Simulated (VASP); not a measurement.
# CdTe (P4/mmm) in VASP: notebook, part 2 of 3

VASP 6.6.1.

## Step 3: Single point, PBE

This run uses another cell than the first one, of 27.08 Å³/atom, 1.017 times its volume.

INCAR

```
ALGO = Normal ; EDIFF = 1E-6
ENCUT = 520 ; GGA = PE
ISIF = 2 ; ISMEAR = 0
LASPH = True ; LCHARG = False
LREAL = False ; LWAVE = False
NBANDS = 16 ; NELM = 60
PREC = Accurate ; SIGMA = 0.1
```

KPOINTS

```
k-points
0
Gamma
  6 6 4
```

POSCAR

```
CdTe
1.0
    3.6123031308      0.0000000000      0.0000000000
    0.0000000000      3.6123031308      0.0000000000
    0.0000000000      0.0000000000      4.1501007731
Cd Te
1 1
Direct
    0.5000000000      0.5000000000      0.5000000000
    0.0000000000      0.0000000000      0.0000000000
```

Potentials or basis: VASP PAW PBE potentials, release 64 (Cd, Te).

The run is started by

```bash
cat potpaw_PBE.64/Cd/POTCAR potpaw_PBE.64/Te/POTCAR > POTCAR
mpirun -np 1 vasp_std > vasp.out
```

OUTCAR:

```text
EDIFF = 1E-6
   ENCUT = 520
   GGA = PE
   ISIF = 2
   ISMEAR = 0
   LASPH = True
   LREAL = False
   NELM = 60
   PREC = Accurate

 ion  position               nearest neighbor table
   1  0.500  0.500  0.500-   2 3.29   2 3.29   2 3.29   2 3.29   2 3.29   2 3.29   2 3.29   2 3.29

   2  0.000  0.000  0.000-   1 3.29   1 3.29   1 3.29   1 3.29   1 3.29   1 3.29   1 3.29   1 3.29

  LATTYP: Found a simple tetragonal cell.
 ALAT       =     3.6123031308
 C/A-ratio  =     1.1488794331

  Lattice vectors:

 A1 = (   3.6123031308,   0.0000000000,   0.0000000000)
 A2 = (   0.0000000000,   3.6123031308,   0.0000000000)
 A3 = (   0.0000000000,   0.0000000000,   4.1501007731)

Analysis of symmetry for initial positions (statically):
=====================================================================
 Subroutine PRICEL returns:
 Original cell was already a primitive cell.

 Routine SETGRP: Setting up the symmetry group for a
 simple tetragonal supercell.

 Subroutine GETGRP returns: Found 16 space group operations
 (whereof 16 operations were pure point group operations)
 out of a pool of 16 trial point group operations.

The static configuration has the point symmetry D_4h.

Analysis of symmetry for dynamics (positions and initial velocities):
=====================================================================
 Subroutine PRICEL returns:
 Original cell was already a primitive cell.

 Routine SETGRP: Setting up the symmetry group for a
 simple tetragonal supercell.

 Subroutine GETGRP returns: Found 16 space group operations
 (whereof 16 operations were pure point group operations)
 out of a pool of 16 trial point group operations.

The dynamic configuration has the point symmetry D_4h.

 Subroutine INISYM returns: Found 16 space group operations
 (whereof 16 operations are pure point group operations),
 and found     1 'primitive' translations

----------------------------------------------------------------------------------------
[... 113 lines left out ...]
     AMIX_MAG =   1.60;   BMIX_MAG =  1.00
  volume/ion in A,a.u.               =      27.08       182.72
  Fermi-wavevector in a.u.,A,eV,Ry     =   1.134027  2.143000 17.497321  1.286017
  Thomas-Fermi vector in A             =   2.270730
   LORBIT       =      0    0 simple, 1 ext, 2 COOP (PROOUT), +10 PAW based schemes
   GGA     = PE    functional components
   LHFCALC =     F    Hartree Fock is set to
   AEXX    =    0.0000 exact exchange contribution
   IVDW    =     0    specifies the selected vdW correction
   LEPSILON=     F    determine dielectric tensor
   LRPA    =     F    only Hartree local field effects (RPA)
 non-spin polarized calculation
 Gauss-broadening in eV      SIGMA  =   0.10
  energy-cutoff  :      520.00
  volume of cell :       54.15
 maximum number of plane-waves:      1472
 NGX is ok and might be reduce to    28
   NGX = 13   NGY = 13   NGZ = 15

 number of electron      17.9999997 magnetization

 Free energy of the ion-electron system (eV)
  ---------------------------------------------------
  ext. energy  EPLUGINS =         0.00000000
  ---------------------------------------------------
  free energy    TOTEN  =        -3.72153001 eV

  energy without entropy =       -3.71120217  energy(sigma->0) =       -3.71636609

 E-fermi :   4.7545     XC(G=0): -10.0853

 val. band max:        4.6735769683   @ k =   0.5000   0.1667   0.2500
 cond. band min:       4.7550536359   @ k =   0.1667   0.0000   0.0000
 fundamental gap:      0.0814766676
 Fermi energy:         4.7545130585

 k-point     1 :       0.0000    0.0000    0.0000
  band No.  band energies     occupation
      1      -7.4846      2.00000
      2      -3.8337      2.00000
      3      -3.7403      2.00000
      4      -3.5132      2.00000
      5      -3.5132      2.00000
      6      -3.4669      2.00000
[... 433 lines left out ...]
      3      -3.5853      2.00000
      4      -3.5373      2.00000
      5      -3.4019      2.00000
      6      -3.1395      2.00000
[... 8 lines left out ...]
     15      14.3048      0.00000
     16      14.9167      0.00000

 [... further k-points ...]

------------------------ aborting loop because EDIFF is reached ----------------------------------------

  FORCE on cell =-STRESS in cart. coord.  units (eV):
  Direction    XX          YY          ZZ          XY          YZ          ZX
  --------------------------------------------------------------------------------------
  -------------------------------------------------------------------------------------
  Total        0.0905196      0.0905196      0.1478773      0.0000000      0.0000000      0.0000000
  in kB        2.6780972      2.6780972      4.3750720      0.0000000      0.0000000      0.0000000
  external PRESSURE =       3.2437554 kB  Pullay stress =       0.0000000 kB

 VOLUME and BASIS-vectors are now :
 -----------------------------------------------------------------------------
  energy-cutoff  :      520.00
  volume of cell :       54.15
      direct lattice vectors                 reciprocal lattice vectors
     3.612303131  0.000000000  0.000000000     0.276831695  0.000000000  0.000000000
     0.000000000  3.612303131  0.000000000     0.000000000  0.276831695  0.000000000
     0.000000000  0.000000000  4.150100773     0.000000000  0.000000000  0.240958004

 POSITION                                       TOTAL-FORCE (eV/Angst)
 -----------------------------------------------------------------------------------
      1.80615      1.80615      2.07505         0.000000      0.000000      0.000000
      0.00000      0.00000      0.00000         0.000000      0.000000      0.000000
 -----------------------------------------------------------------------------------
    total drift:                                0.000000      0.000000      0.000000

  FREE ENERGIE OF THE ION-ELECTRON SYSTEM (eV)
  ---------------------------------------------------
  free  energy   TOTEN  =        -3.7215300114 eV

  energy  without entropy=       -3.7112021710  energy(sigma->0) =       -3.71636609
```

OSZICAR:

```text
N       E                     dE             d eps       ncg     rms          rms(c)
DAV:   1     0.959438041554E+02    0.95944E+02   -0.81785E+03   968   0.986E+02
DAV:   2    -0.106104395427E+01   -0.97005E+02   -0.91749E+02  1160   0.240E+02
DAV:   3    -0.389278905369E+01   -0.28317E+01   -0.28219E+01  1160   0.413E+01
DAV:   4    -0.390414834115E+01   -0.11359E-01   -0.11358E-01  1280   0.272E+00
DAV:   5    -0.390427423370E+01   -0.12589E-03   -0.12589E-03  1184   0.282E-01    0.635E+00
DAV:   6    -0.372808983223E+01    0.17618E+00   -0.26019E-01  1104   0.601E+00    0.449E+00
DAV:   7    -0.372226471569E+01    0.58251E-02   -0.35495E-02  1192   0.148E+00    0.171E+00
DAV:   8    -0.372151920855E+01    0.74551E-03   -0.37047E-03  1056   0.703E-01    0.245E-01
DAV:   9    -0.372152995348E+01   -0.10745E-04   -0.68150E-04  1296   0.246E-01    0.829E-02
DAV:  10    -0.372152885574E+01    0.10977E-05   -0.29921E-05  1152   0.572E-02    0.675E-02
DAV:  11    -0.372152981383E+01   -0.95808E-06   -0.19164E-05  1136   0.388E-02    0.247E-02
DAV:  12    -0.372153001144E+01   -0.19761E-06   -0.21800E-06  1056   0.115E-02
   1 F= -.37215300E+01 E0= -.37163661E+01  d E =-.103278E-01
```

stdout:

```text
POSCAR found type information on POSCAR CdTe
 POSCAR found :  2 types and       2 ions
 scaLAPACK will be used
 LDA part: xc-table for (Slater+PW92), standard interpolation
 POSCAR, INCAR and KPOINTS ok, starting setup
 FFT: planning ... GRIDC
 FFT: planning ... GRID_SOFT
 FFT: planning ... GRID
 WAVECAR not read
 entering main loop
```

Wall time 24 s (1 thread of Intel Xeon Platinum 8375C at 2.90GHz (Ice Lake), shared host); peak memory 0.17 GiB.

Results:

| Item | Value |
| --- | --- |
| Free energy | -3.7215 eV |
| Pressure | 0.3 GPa |
| Band gap on the k mesh | zero (band 9 reaches 5.81 eV, above the bottom of band 10 at 3.77 eV) |

Caveat: the k points lie up to 0.38 Å⁻¹ apart; spin-orbit coupling is left out, which moves the levels of the heavy elements.

## Step 4: Single point, PBE

This run uses another cell than the first one, of 36.21 Å³/atom, 1.359 times its volume.

INCAR

```
  ALGO = Normal
  EDIFF = 1E-6
  ENCUT = 520
  GGA = PE
  ISIF = 2
  ISMEAR = 0
  LASPH = T
  LCHARG = F
  LREAL = F
  LWAVE = F
  NBANDS = 16
  NELM = 80
  PREC = Accurate
  SIGMA = 0.1
```

KPOINTS is that of step 3.

POSCAR

```
CdTe
1.0
    3.8086610250      0.0000000000      0.0000000000
    0.0000000000      3.8086610250      0.0000000000
    0.0000000000      0.0000000000      4.9920664149
Cd Te
1 1
Direct
    0.5000000000      0.5000000000      0.5000000000
    0.0000000000      0.0000000000      0.0000000000
```

The run is started by

```bash
cat potpaw_PBE.64/Cd/POTCAR potpaw_PBE.64/Te/POTCAR > POTCAR
mpirun -np 1 vasp_std > vasp.out
```

It took 24 s on 1 thread of Intel Xeon Platinum 8375C at 2.90GHz (Ice Lake), shared host; peak memory 0.19 GiB.

The run converged. Its results:

| Item | Value |
| --- | --- |
| Free energy | -3.2174 eV |
| Pressure | -6.1 GPa |
| Band gap on the k mesh | zero (band 9 reaches 3.12 eV, above the bottom of band 10 at 1.50 eV) |

Stress tensor (GPa, compression positive):
```
-5.32  0.00  0.00
 0.00 -5.32  0.00
 0.00  0.00 -7.58
```

Levels at points of the mesh, in eV from the Fermi level:
| k point | band 5 | band 6 | band 7 | band 8 | band 9 | band 10 | band 11 | band 12 | band 13 | band 14 |
| --- | --- | --- | --- | --- | --- | --- | --- | --- | --- | --- |
| (0.00, 0.00, 0.00) | -7.96 | -7.94 | -2.35 | -2.08 | 0.30 | 0.30 | 5.27 | 5.99 | 6.82 | 7.97 |
| (0.50, 0.00, 0.00) | -7.96 | -7.95 | -4.13 | -0.80 | 0.95 | 1.03 | 1.53 | 3.29 | 6.95 | 7.10 |
| (0.50, 0.50, 0.00) | -7.95 | -7.86 | -2.68 | -2.68 | -0.46 | -0.30 | 3.96 | 3.96 | 5.59 | 6.00 |
| (0.00, 0.00, 0.50) | -7.97 | -7.94 | -4.77 | 0.59 | 0.59 | 2.11 | 3.28 | 6.20 | 6.20 | 6.36 |
| (0.50, 0.00, 0.50) | -7.92 | -7.90 | -3.32 | -2.54 | -1.77 | 1.06 | 4.86 | 6.52 | 7.28 | 8.26 |
| (0.50, 0.50, 0.50) | -7.92 | -7.86 | -2.11 | -2.11 | -0.93 | 0.29 | 1.70 | 1.70 | 2.29 | 9.80 |

Caveat: spin-orbit coupling is left out, which moves the levels of the heavy elements.

(Continued in part 3 of 3.)
